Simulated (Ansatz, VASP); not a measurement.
## Al in VASP and in Ansatz

```
Al
1.0
     0.00000    1.99552    1.99552
     1.99552    0.00000    1.99552
     1.99552    1.99552    0.00000
Al
1
Direct
  0.00000 0.00000 0.00000
```

Alike in both runs: functional r2SCAN; k mesh 23 × 23 × 23; no spin polarisation.

Ansatz relaxed the structure, and its values are those at the end. VASP's run is a single point on that final structure, the one shown.

|  | VASP | Ansatz |
| --- | --- | --- |
| version | VASP 6.6.1 | Ansatz 0.2.0 |
| potentials or method | VASP PAW PBE potentials, release 64 (Al) | plane-wave PAW, scalar-relativistic |
| plane-wave cutoff (eV) | 520 | 500 |
| occupations | methfessel-paxton of order 1, width 0.1 eV | cold, width 0.1 eV |
| valence electrons in the cell | 3 | 3 |

|  | VASP | Ansatz | Ansatz less VASP |
| --- | --- | --- | --- |
| pressure (GPa) | -0.2 | 0.0 | +0.22 |

VASP's potentials were made for PBE, not for r2SCAN.
